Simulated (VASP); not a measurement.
# SiC (F-43m) in VASP: a series of runs, part 2 of 2

VASP 6.6.1.

## 5. Single point, PBEsol+D3(BJ) (volume scaled by 1.04)

INCAR reads:

```
SYSTEM = SiC
ALGO = Normal
EDIFF = 1E-6
ENCUT = 520
GGA = PS
ISIF = 2
ISMEAR = 0
IVDW = 12
LASPH = .TRUE.
LCHARG = .TRUE.
LELF = .TRUE.
LREAL = .FALSE.
LVHAR = .TRUE.
LWAVE = .FALSE.
NBANDS = 11
NELM = 60
PREC = Accurate
SIGMA = 0.05
```

KPOINTS reads:

```
k-points
0
G
  10 10 10
  0 0 0
```

POSCAR reads:

```
SiC
1.0
    0.0000000000      2.1944339093      2.1944339093
    2.1944339093      0.0000000000      2.1944339093
    2.1944339093      2.1944339093      0.0000000000
Si C
1 1
Direct
    0.0000000000      0.0000000000      0.0000000000
    0.7500000000      0.7500000000      0.7500000000
```

Potentials or basis: VASP PAW PBE potentials, release 64 (Si, C).

Started as:

```console
> cat potpaw_PBE.64/Si/POTCAR potpaw_PBE.64/C/POTCAR > POTCAR
> mpirun -np 1 vasp_std > vasp.out
```

OUTCAR:

```text
SYSTEM = SiC
   EDIFF = 1E-6
   ENCUT = 520
   GGA = PS
   ISIF = 2
   ISMEAR = 0
   IVDW = 12
   LASPH = .TRUE.
   LREAL = .FALSE.
   NELM = 60
   PREC = Accurate
 IVDW          = 12

 ion  position               nearest neighbor table
   1  0.000  0.000  0.000-   2 1.90   2 1.90   2 1.90   2 1.90
   2  0.750  0.750  0.750-   1 1.90   1 1.90   1 1.90   1 1.90

  LATTYP: Found a face centered cubic cell.
 ALAT       =     4.3888678186

  Lattice vectors:

 A1 = (   0.0000000000,   2.1944339093,   2.1944339093)
 A2 = (   2.1944339093,   0.0000000000,   2.1944339093)
 A3 = (   2.1944339093,   2.1944339093,   0.0000000000)

Analysis of symmetry for initial positions (statically):
=====================================================================
 Subroutine PRICEL returns:
 Original cell was already a primitive cell.

 Routine SETGRP: Setting up the symmetry group for a
 face centered cubic supercell.

 Subroutine GETGRP returns: Found 24 space group operations
 (whereof 24 operations were pure point group operations)
 out of a pool of 48 trial point group operations.

The static configuration has the point symmetry T_d .

Analysis of symmetry for dynamics (positions and initial velocities):
=====================================================================
 Subroutine PRICEL returns:
 Original cell was already a primitive cell.

 Routine SETGRP: Setting up the symmetry group for a
 face centered cubic supercell.

 Subroutine GETGRP returns: Found 24 space group operations
 (whereof 24 operations were pure point group operations)
 out of a pool of 48 trial point group operations.

The dynamic configuration has the point symmetry T_d .

 Subroutine INISYM returns: Found 24 space group operations
 (whereof 24 operations are pure point group operations),
 and found     1 'primitive' translations

----------------------------------------------------------------------------------------

[... 118 lines left out ...]
   LHFCALC =     F    Hartree Fock is set to
   AEXX    =    0.0000 exact exchange contribution
   IVDW    =    12    specifies the selected vdW correction
   LEPSILON=     F    determine dielectric tensor
   LRPA    =     F    only Hartree local field effects (RPA)
 non-spin polarized calculation
 Gauss-broadening in eV      SIGMA  =   0.05
  energy-cutoff  :      520.00
  volume of cell :       21.13
 maximum number of plane-waves:       588
   NGX = 11   NGY = 11   NGZ = 11

 number of electron       8.0000001 magnetization

 Free energy of the ion-electron system (eV)
  ---------------------------------------------------
  ext. energy  EPLUGINS =         0.00000000
  ---------------------------------------------------
  free energy    TOTEN  =       -15.90923987 eV

  energy without entropy =      -15.90923987  energy(sigma->0) =      -15.90923987

 E-fermi :   8.1155     XC(G=0): -11.4140

 val. band max:        7.8205305908   @ k =   0.0000   0.0000   0.0000
 cond. band min:       9.0731948574   @ k =   0.5000   0.5000   0.0000
 fundamental gap:      1.2526642666
 Fermi energy:         8.1154699027

 k-point     1 :       0.0000    0.0000    0.0000
  band No.  band energies     occupation
      1      -7.4379      2.00000
      2       7.8205      2.00000
      3       7.8205      2.00000
      4       7.8205      2.00000
      5      13.7623      0.00000
      6      14.9189      0.00000
      7      14.9189      0.00000
      8      14.9189      0.00000
      9      22.1537      0.00000
     10      22.1537      0.00000
     11      23.7581      0.00000
[... 309 lines left out ...]
 k-point    24 :       0.4000    0.3000    0.0000
  band No.  band energies     occupation
      1      -4.3340      2.00000
      2       2.2579      2.00000
      3       4.6789      2.00000
      4       5.2075      2.00000
      5      10.5607      0.00000
      6      13.2455      0.00000
      7      19.1485      0.00000
      8      19.4848      0.00000
      9      21.2522      0.00000
     10      25.6404      0.00000
     11      28.6620      0.00000

 [... further k-points ...]

------------------------ aborting loop because EDIFF is reached ----------------------------------------

 Edisp (eV)   -0.47326

 E8    (eV) :    -0.2811

  FORCE on cell =-STRESS in cart. coord.  units (eV):
  Direction    XX          YY          ZZ          XY          YZ          ZX
  --------------------------------------------------------------------------------------
  -------------------------------------------------------------------------------------
  Total      -1.05078    -1.05078    -1.05078     0.00000     0.00000     0.00000
  in kB     -79.65719   -79.65719   -79.65719     0.00000     0.00000     0.00000
  external pressure =      -79.66 kB  Pullay stress =        0.00 kB

 VOLUME and BASIS-vectors are now :
 -----------------------------------------------------------------------------
  energy-cutoff  :      520.00
  volume of cell :       21.13
      direct lattice vectors                 reciprocal lattice vectors
     0.000000000  2.194433909  2.194433909    -0.227849195  0.227849195  0.227849195
     2.194433909  0.000000000  2.194433909     0.227849195 -0.227849195  0.227849195
     2.194433909  2.194433909  0.000000000     0.227849195  0.227849195 -0.227849195

 POSITION                                       TOTAL-FORCE (eV/Angst)
 -----------------------------------------------------------------------------------
      0.00000      0.00000      0.00000        -0.000000     -0.000000      0.000000
      3.29165      3.29165      3.29165         0.000000      0.000000     -0.000000
 -----------------------------------------------------------------------------------
    total drift:                               -0.000000     -0.000000     -0.000000

  FREE ENERGIE OF THE ION-ELECTRON SYSTEM (eV)
  ---------------------------------------------------
  free  energy   TOTEN  =       -16.3824975667 eV

  energy  without entropy=      -16.3824975667  energy(sigma->0) =      -16.38249757
```

stdout:

```text
POSCAR found type information on POSCAR SiC
 POSCAR found :  2 types and       2 ions
 scaLAPACK will be used
 -----------------------------------------------------------------------------
|                                                                             |
|                                                                             |
|     You enforced a specific xc type in the INCAR file but a different       |
|     I HOPE YOU KNOW WHAT YOU ARE DOING!                                     |
|                                                                             |
 -----------------------------------------------------------------------------

 LDA part: xc-table for (Slater+PW92), standard interpolation
 POSCAR, INCAR and KPOINTS ok, starting setup
 FFT: planning ... GRIDC
 FFT: planning ... GRID_SOFT
 FFT: planning ... GRID
 WAVECAR not read
 entering main loop
```

Wall time 15 s (1 thread of AMD EPYC 7R13 (Zen 3), shared host); peak memory 0.11 GiB.

Results:

- Free energy: -16.3825 eV
- Pressure: -8.0 GPa
- Band gap on the k mesh: 1.25 eV, indirect (least direct gap 4.42 eV)
- Dispersion energy per atom: -0.237 eV

Levels at points of the mesh, in eV from the valence-band top:
| k point | band 1 | band 2 | band 3 | band 4 | band 5 | band 6 | band 7 | band 8 |
| --- | --- | --- | --- | --- | --- | --- | --- | --- |
| (0.00, 0.00, 0.00) | -15.26 | 0.00 | 0.00 | 0.00 | 5.94 | 7.10 | 7.10 | 7.10 |
| (0.50, 0.00, 0.00) | -11.73 | -8.48 | -1.05 | -1.05 | 5.18 | 7.06 | 7.06 | 9.80 |
| (0.50, 0.50, 0.00) | -10.29 | -7.77 | -3.17 | -3.17 | 1.25 | 4.13 | 13.71 | 13.71 |

Caveat: the cell differs from its parent crystal (volume scaled by 1.04); the PAW data sets were made with another functional, which shifts forces and pressure a little.

## 6. Single point, revPBE+D3(BJ)

This run uses another cell than the first one, of 10.27 Å³/atom, 0.962 times its volume.

INCAR reads:

```
  PREC = Accurate
  ENCUT = 520
  EDIFF = 1E-6
  ISMEAR = 0
  SIGMA = 0.05
  LREAL = False
  LASPH = True
  NELM = 100
  ALGO = Normal
  ISIF = 2
  LWAVE = False
  LCHARG = False
  GGA = RE
  IVDW = 12
  NBANDS = 11
```

KPOINTS reads:

```
Automatic mesh
0
Gamma
  10 10 10
```

POSCAR reads:

```
SiC
1.0
    0.0000000000      2.1739983056      2.1739983056
    2.1739983056      0.0000000000      2.1739983056
    2.1739983056      2.1739983056      0.0000000000
Si C
1 1
Direct
    0.0000000000      0.0000000000      0.0000000000
    0.7500000000      0.7500000000      0.7500000000
```

Potentials or basis: VASP PAW PBE potentials, release 64 (Si, C).

Started as:

```console
> cat potpaw_PBE.64/Si/POTCAR potpaw_PBE.64/C/POTCAR > POTCAR
> mpirun -np 1 vasp_std > vasp.out
```

Wall time 15 s (1 thread of AMD EPYC 7R13 (Zen 3), shared host); peak memory 0.12 GiB.

The run converged. Its results:

```yaml
Free_energy: -15.6455 eV
Pressure: -2.6 GPa
Band_gap_on_the_k_mesh: 1.35 eV, indirect (least direct gap 4.54 eV)
Dispersion_energy_per_atom: -0.604 eV
```

Levels at points of the mesh, in eV from the valence-band top:
```csv
k point,band 1,band 2,band 3,band 4,band 5,band 6,band 7,band 8
"(0.00, 0.00, 0.00)",-15.47,0.00,0.00,0.00,6.32,7.39,7.39,7.39
"(0.50, 0.00, 0.00)",-11.89,-8.56,-1.05,-1.05,5.53,7.27,7.27,10.13
"(0.50, 0.50, 0.00)",-10.45,-7.80,-3.19,-3.19,1.35,4.39,14.17,14.17
```

Caveat: the PAW data sets were made with another functional, which shifts forces and pressure a little.

## 7. Overview

```csv
level,cell,gap on the mesh (eV),pressure (GPa)
r2SCAN+D4,"a = 3.114 Å, angles 60.0°, 2 atoms",1.74,-8.5
PBEsol+D3(BJ),"a = 3.043 Å, angles 60.0°, 2 atoms",1.20,5.2
PBEsol+D3(BJ),"a = 3.083 Å, angles 60.0°, 2 atoms",1.24,-4.0
PBEsol+D3(BJ),"a = 3.103 Å, angles 60.0°, 2 atoms",1.25,-8.0
revPBE+D3(BJ),"a = 3.074 Å, angles 60.0°, 2 atoms",1.35,-2.6
```

Alike in all rows: task single point; potentials or basis VASP PAW PBE potentials, release 64 (Si, C); no spin polarisation; k mesh 10 × 10 × 10; cutoff (eV) 520; smearing gaussian 0.05 eV.

Caveats: the PAW data sets were made with another functional, which shifts forces and pressure a little.

Absolute energies hang on the potentials; compare differences alone.

## 8. Against experiment

Step 6. A measured gap of SiC is 2.4 eV (indirect; quoted in “Insight into the structural, elastic and electronic properties of a new orthorhombic 6O-SiC polytype”, 2020, pmc:7200658); the calculated 1.35 eV misses it by -1.05 eV. The value is that of revPBE+D3(BJ) on a finite k mesh, which can miss the band edges, without temperature or zero-point motion. Semilocal functionals fall short of measured gaps as a rule.
